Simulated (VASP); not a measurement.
# Cu (Fm-3m) in VASP: single point with PBE

Aim: the single point of Cu with PBE.

Program: VASP 6.6.1. These are calculated values, not measurements. Logs are shortened: lines on timing, memory, paths and dates and some standing lists are left out, and cuts for length are marked.

## Step 1: The cell of the first run

The structure is cubic, space group Fm-3m (No. 225). The conventional cell has a = 3.630 Å, b = 3.630 Å, c = 3.630 Å, α = 90.00°, β = 90.00°, γ = 90.00°. Cu (site symmetry m-3m) has 12 Cu at 2.57 Å within 3.4 Å.

## Step 2: Single point, PBE

Contents of INCAR:

```
PREC = Accurate
ENCUT = 520
EDIFF = 1E-6
ISMEAR = -1
SIGMA = 0.15
LREAL = F
LASPH = T
NELM = 60
ALGO = Normal
ISIF = 2
LWAVE = F
LCHARG = F
GGA = PE
NBANDS = 12
```

Contents of KPOINTS:

```
Automatic mesh
0
Gamma
  16 16 16
```

Contents of POSCAR:

```
Cu
1.0
    0.0000000000      1.8148670735      1.8148670735
    1.8148670735      0.0000000000      1.8148670735
    1.8148670735      1.8148670735      0.0000000000
Cu
1
Direct
    0.0000000000      0.0000000000      0.0000000000
```

Potentials or basis: VASP PAW PBE potentials, release 64 (Cu).

Launch:

```console
> cat potpaw_PBE.64/Cu/POTCAR > POTCAR
> mpirun -np 1 vasp_std > vasp.out
```

OUTCAR:

```text
PREC = Accurate
   ENCUT = 520
   EDIFF = 1E-6
   ISMEAR = -1
   LREAL = F
   LASPH = T
   NELM = 60
   ISIF = 2
   GGA = PE

 ion  position               nearest neighbor table
   1  0.000  0.000  0.000-

  LATTYP: Found a face centered cubic cell.
 ALAT       =     3.6297341470

  Lattice vectors:

 A1 = (   0.0000000000,   1.8148670735,   1.8148670735)
 A2 = (   1.8148670735,   0.0000000000,   1.8148670735)
 A3 = (   1.8148670735,   1.8148670735,   0.0000000000)

Analysis of symmetry for initial positions (statically):
=====================================================================
 Subroutine PRICEL returns:
 Original cell was already a primitive cell.

 Routine SETGRP: Setting up the symmetry group for a
 face centered cubic supercell.

 Subroutine GETGRP returns: Found 48 space group operations
 (whereof 48 operations were pure point group operations)
 out of a pool of 48 trial point group operations.

The static configuration has the point symmetry O_h .

Analysis of symmetry for dynamics (positions and initial velocities):
=====================================================================
 Subroutine PRICEL returns:
 Original cell was already a primitive cell.

 Routine SETGRP: Setting up the symmetry group for a
 face centered cubic supercell.

 Subroutine GETGRP returns: Found 48 space group operations
 (whereof 48 operations were pure point group operations)
 out of a pool of 48 trial point group operations.

The dynamic configuration has the point symmetry O_h .

 Subroutine INISYM returns: Found 48 space group operations
 (whereof 48 operations are pure point group operations),
 and found     1 'primitive' translations

----------------------------------------------------------------------------------------

                                     Primitive cell

  volume of cell :      11.9554

  direct lattice vectors                    reciprocal lattice vectors
     0.000000000  1.814867074  1.814867074    -0.275502271  0.275502271  0.275502271
     1.814867074  0.000000000  1.814867074     0.275502271 -0.275502271  0.275502271
     1.814867074  1.814867074  0.000000000     0.275502271  0.275502271 -0.275502271

  length of vectors
     2.566609629  2.566609629  2.566609629     0.477183931  0.477183931  0.477183931

  position of ions in fractional coordinates (direct lattice)
     0.000000000  0.000000000  0.000000000

  ion indices of the primitive-cell ions
   primitive index   ion index
                 1           1

----------------------------------------------------------------------------------------

 KPOINTS: Automatic mesh

Automatic generation of k-mesh.
 Grid dimensions read from file:
 generate k-points for:   16   16   16

 Generating k-lattice:

  Cartesian coordinates                     Fractional coordinates (reciprocal lattice)
    -0.017218892  0.017218892  0.017218892     0.062500000  0.000000000  0.000000000
     0.017218892 -0.017218892  0.017218892     0.000000000  0.062500000  0.000000000
     0.017218892  0.017218892 -0.017218892     0.000000000  0.000000000  0.062500000

  Length of vectors
     0.029823996  0.029823996  0.029823996

  Shift w.r.t. Gamma in fractional coordinates (k-lattice)
     0.000000000  0.000000000  0.000000000

 Subroutine IBZKPT returns following result:
 ===========================================

 Found    145 irreducible k-points:

 Following reciprocal coordinates:
            Coordinates               Weight
  0.000000  0.000000  0.000000      1.000000
  0.062500  0.000000  0.000000      8.000000
  0.125000  0.000000  0.000000      8.000000
  0.187500  0.000000  0.000000      8.000000
  0.250000  0.000000  0.000000      8.000000
  0.312500  0.000000  0.000000      8.000000
[... 16 lines left out ...]
 -0.125000  0.062500  0.000000     24.000000
 -0.062500  0.062500  0.000000     12.000000
 [... further k-points ...]
   k-points           NKPTS =    145   k-points in BZ     NKDIM =    145   number of bands    NBANDS=     12
   number of dos      NEDOS =    301   number of ions     NIONS =      1
   total plane-waves  NPLWV =   8000
   dimension x,y,z NGX =    20 NGY =   20 NGZ =   20
   dimension x,y,z NGXF=    40 NGYF=   40 NGZF=   40
   ions per type =               1
   NGX,Y,Z   is equivalent  to a cutoff of  12.95, 12.95, 12.95 a.u.
   NGXF,Y,Z  is equivalent  to a cutoff of  25.91, 25.91, 25.91 a.u.
 SYSTEM =  unknown system
   PREC   = accura    normal or accurate (medium, high low for compatibility)
   ISTART =      0    job   : 0-new  1-cont  2-samecut
   ICHARG =      2    charge: 1-file 2-atom 10-const
   ISPIN  =      1    spin polarized calculation?
   LNONCOLLINEAR =      F non collinear calculations
   LSORBIT =      F    spin-orbit coupling
   LASPH  =      T    aspherical Exc in radial PAW
   ENCUT  =  520.0 eV  38.22 Ry    6.18 a.u.   4.77  4.77  4.77*2*pi/ulx,y,z
   NELM   =     60;   NELMIN=  2; NELMDL= -5     # of ELM steps
   EDIFF  = 0.1E-05   stopping-criterion for ELM
   LREAL  =      F    real-space projection
   EDIFFG = 0.1E-04   stopping-criterion for IOM
   NSW    =      0    number of steps for IOM
   IBRION =     -1    ionic relax: 0-MD 1-quasi-New 2-CG
   NFREE  =      0    steps in history (QN), initial steepest desc. (CG)
   ISIF   =      2    stress and relaxation
   ISYM   =      2    0-nonsym 1-usesym 2-fastsym
   POTIM  = 0.5000    time-step for ionic-motion
   TEBEG  =    0.0;   TEEND  =   0.0 temperature during run
   PSTRESS=    0.0 pullay stress
   NELECT =      11.0000    total number of electrons
   NUPDOWN=      -1.0000    fix difference up-down
   EMIN   =  10.00;   EMAX   =-10.00  energy-range for DOS
   EFERMI =   0.00;   METHOD = LEGACY
   ISMEAR =    -1;   SIGMA  =   0.15  broadening in eV -4-tet -1-fermi 0-gaus
   EFERMI_NEDOS =   21; number of points for ismear=-14 and -15
   IALGO  =     38    algorithm
   IMIX   =      4    mixing-type and parameters
     AMIX     =   0.40;   BMIX     =  1.00
     AMIX_MAG =   1.60;   BMIX_MAG =  1.00
  volume/ion in A,a.u.               =      11.96        80.68
  Fermi-wavevector in a.u.,A,eV,Ry     =   1.592273  3.008960 34.495310  2.535334
  Thomas-Fermi vector in A             =   2.690684
   LORBIT       =      0    0 simple, 1 ext, 2 COOP (PROOUT), +10 PAW based schemes
   GGA     = PE    functional components
[... 5 lines left out ...]
 non-spin polarized calculation
  energy-cutoff  :      520.00
  volume of cell :       11.96
 maximum number of plane-waves:       332
   NGX =  9   NGY =  9   NGZ =  9

 number of electron      10.9999997 magnetization

 Free energy of the ion-electron system (eV)
  ---------------------------------------------------
  ext. energy  EPLUGINS =         0.00000000
  ---------------------------------------------------
  free energy    TOTEN  =        -3.73935117 eV

  energy without entropy =       -3.71689634  energy(sigma->0) =       -3.72812376

 E-fermi :   7.4315     XC(G=0): -12.6556

 val. band max:        7.3854029314   @ k =   0.5000   0.1875   0.0625
 cond. band min:       7.4356796675   @ k =   0.5000   0.3125   0.1250
 fundamental gap:      0.0502767361
 Fermi energy:         7.4315246203

 k-point     1 :       0.0000    0.0000    0.0000
  band No.  band energies     occupation
      1      -1.8236      2.00000
      2       4.4417      2.00000
      3       4.4417      2.00000
      4       4.4417      2.00000
      5       5.2479      2.00000
      6       5.2479      2.00000
      7      29.9316      0.00000
      8      32.4809      0.00000
      9      32.4809      0.00000
     10      32.4809      0.00000
     11      34.9629      0.00000
     12      34.9629      0.00000

 k-point     2 :       0.0625    0.0000    0.0000
  band No.  band energies     occupation
      1      -1.6825      2.00000
      2       4.4122      2.00000
      3       4.4681      2.00000
      4       4.4681      2.00000
      5       5.2376      2.00000
      6       5.2376      2.00000
      7      29.0395      0.00000
      8      31.0111      0.00000
      9      32.0376      0.00000
     10      32.0376      0.00000
     11      35.6074      0.00000
     12      35.6074      0.00000

 k-point     3 :       0.1250    0.0000    0.0000
  band No.  band energies     occupation
      1      -1.2653      2.00000
      2       4.3345      2.00000
      3       4.5333      2.00000
      4       4.5333      2.00000
      5       5.2196      2.00000
      6       5.2196      2.00000
      7      26.1092      0.00000
      8      30.5292      0.00000
      9      31.2814      0.00000
     10      31.2814      0.00000
     11      36.8686      0.00000
     12      36.8691      0.00000

 k-point     4 :       0.1875    0.0000    0.0000
  band No.  band energies     occupation
      1      -0.5932      2.00000
      2       4.2412      2.00000
      3       4.5929      2.00000
      4       4.5929      2.00000
      5       5.2353      2.00000
      6       5.2353      2.00000
      7      22.8862      0.00000
      8      30.2274      0.00000
      9      30.6005      0.00000
     10      30.6005      0.00000
     11      36.7980      0.00000
     12      37.1377      0.00000

 k-point     5 :       0.2500    0.0000    0.0000
  band No.  band energies     occupation
      1       0.2816      2.00000
      2       4.1955      2.00000
      3       4.5947      2.00000
      4       4.5947      2.00000
      5       5.3295      2.00000
      6       5.3295      2.00000
      7      19.7784      0.00000
      8      29.7967      0.00000
      9      30.0681      0.00000
     10      30.0681      0.00000
     11      35.7257      0.00000
     12      35.7257      0.00000

 k-point     6 :       0.3125    0.0000    0.0000
  band No.  band energies     occupation
      1       1.2303      2.00000
      2       4.3250      2.00000
      3       4.5427      2.00000
      4       4.5427      2.00000
      5       5.4856      2.00000
      6       5.4856      2.00000
      7      16.8747      0.00000
      8      29.2957      0.00000
      9      29.6918      0.00000
     10      29.6918      0.00000
     11      34.3462      0.00000
     12      34.3462      0.00000

 k-point     7 :       0.3750    0.0000    0.0000
  band No.  band energies     occupation
      1       1.9815      2.00000
      2       4.4771      2.00000
      3       4.4771      2.00000
      4       4.8623      2.00000
      5       5.6463      1.99999
      6       5.6463      1.99999
      7      14.2566      0.00000
      8      28.8443      0.00000
      9      29.4601      0.00000
     10      29.4601      0.00000
     11      33.2679      0.00000
     12      33.2679      0.00000

 k-point     8 :       0.4375    0.0000    0.0000
  band No.  band energies     occupation
      1       2.3379      2.00000
      2       4.4275      2.00000
      3       4.4275      2.00000
      4       5.7631      1.99997
      5       5.7631      1.99997
      6       5.8376      1.99995
      7      12.1174      0.00000
      8      28.5377      0.00000
      9      29.3469      0.00000
     10      29.3469      0.00000
     11      32.5761      0.00000
     12      32.5761      0.00000
[... 166 lines left out ...]
 k-point    20 :      -0.3125    0.0625    0.0000
  band No.  band energies     occupation
      1       1.6194      2.00000
      2       4.3457      2.00000
      3       4.4977      2.00000
      4       4.5563      2.00000
      5       5.4398      2.00000
      6       5.7672      1.99997
      7      16.0611      0.00000
      8      26.5089      0.00000
      9      29.9127      0.00000
     10      30.9785      0.00000
     11      32.9489      0.00000
     12      34.8014      0.00000

 k-point    21 :      -0.2500    0.0625    0.0000
  band No.  band energies     occupation
      1       0.7100      2.00000
      2       4.1548      2.00000
      3       4.5697      2.00000
      4       4.6225      2.00000
      5       5.2568      2.00000
      6       5.5465      1.99999
      7      18.8844      0.00000
      8      26.7193      0.00000
      9      30.6975      0.00000
     10      31.8890      0.00000
     11      33.7346      0.00000
     12      34.9877      0.00000

 k-point    22 :      -0.1875    0.0625    0.0000
  band No.  band energies     occupation
      1      -0.2033      2.00000
      2       4.1746      2.00000
      3       4.6068      2.00000
      4       4.6427      2.00000
      5       5.1397      2.00000
      6       5.3840      2.00000
      7      21.9309      0.00000
      8      27.1421      0.00000
      9      31.4014      0.00000
     10      32.4774      0.00000
     11      35.0581      0.00000
     12      35.2252      0.00000

 k-point    23 :      -0.1250    0.0625    0.0000
  band No.  band energies     occupation
      1      -0.9466      2.00000
      2       4.2658      2.00000
      3       4.5830      2.00000
      4       4.5838      2.00000
      5       5.1344      2.00000
      6       5.2949      2.00000
      7      25.1175      0.00000
      8      27.7796      0.00000
      9      31.7126      0.00000
     10      32.9643      0.00000
     11      35.3314      0.00000
     12      36.0026      0.00000

 k-point    24 :      -0.0625    0.0625    0.0000
  band No.  band energies     occupation
      1      -1.4494      2.00000
      2       4.3581      2.00000
      3       4.5062      2.00000
      4       4.5194      2.00000
      5       5.1864      2.00000
      6       5.2611      2.00000
      7      27.9432      0.00000
      8      28.9989      0.00000
      9      31.5962      0.00000
     10      33.0115      0.00000
     11      35.1553      0.00000
     12      35.8255      0.00000

 [... further k-points ...]
[... 5 lines left out ...]
  --------------------------------------------------------------------------------------
  -------------------------------------------------------------------------------------
  Total        0.0500260      0.0500260      0.0500260      0.0000000      0.0000000      0.0000000
  in kB        6.7041189      6.7041189      6.7041189      0.0000000      0.0000000      0.0000000
  external PRESSURE =       6.7041189 kB  Pullay stress =       0.0000000 kB

 VOLUME and BASIS-vectors are now :
 -----------------------------------------------------------------------------
  energy-cutoff  :      520.00
  volume of cell :       11.96
      direct lattice vectors                 reciprocal lattice vectors
     0.000000000  1.814867074  1.814867074    -0.275502271  0.275502271  0.275502271
     1.814867074  0.000000000  1.814867074     0.275502271 -0.275502271  0.275502271
     1.814867074  1.814867074  0.000000000     0.275502271  0.275502271 -0.275502271

 POSITION                                       TOTAL-FORCE (eV/Angst)
 -----------------------------------------------------------------------------------
      0.00000      0.00000      0.00000         0.000000      0.000000      0.000000
 -----------------------------------------------------------------------------------
    total drift:                                0.000000      0.000000      0.000000

  FREE ENERGIE OF THE ION-ELECTRON SYSTEM (eV)
  ---------------------------------------------------
  free  energy   TOTEN  =        -3.7393511741 eV

  energy  without entropy=       -3.7168963367  energy(sigma->0) =       -3.72812376
```

Wall time 15 s (1 thread of Intel Xeon Platinum 8488C (Sapphire Rapids), shared host); peak memory 0.13 GiB.

What came out:

```yaml
Free_energy: -3.7394 eV
Pressure: 0.7 GPa
```

Levels at points of the mesh, in eV from the Fermi level:
```
           k point  band 2  band 3  band 4  band 5  band 6  band 7  band 8  band 9  band 10  band 11
(0.00, 0.00, 0.00)   -2.99   -2.99   -2.99   -2.18   -2.18   22.50   25.05   25.05    25.05    27.53
(0.50, 0.00, 0.00)   -3.02   -3.02   -1.63   -1.63   -0.96    3.70   21.00   21.88    21.88    24.90
(0.50, 0.50, 0.00)   -4.36   -1.64   -1.49   -1.49    1.51    7.03   12.99   12.99    17.45    20.06
```
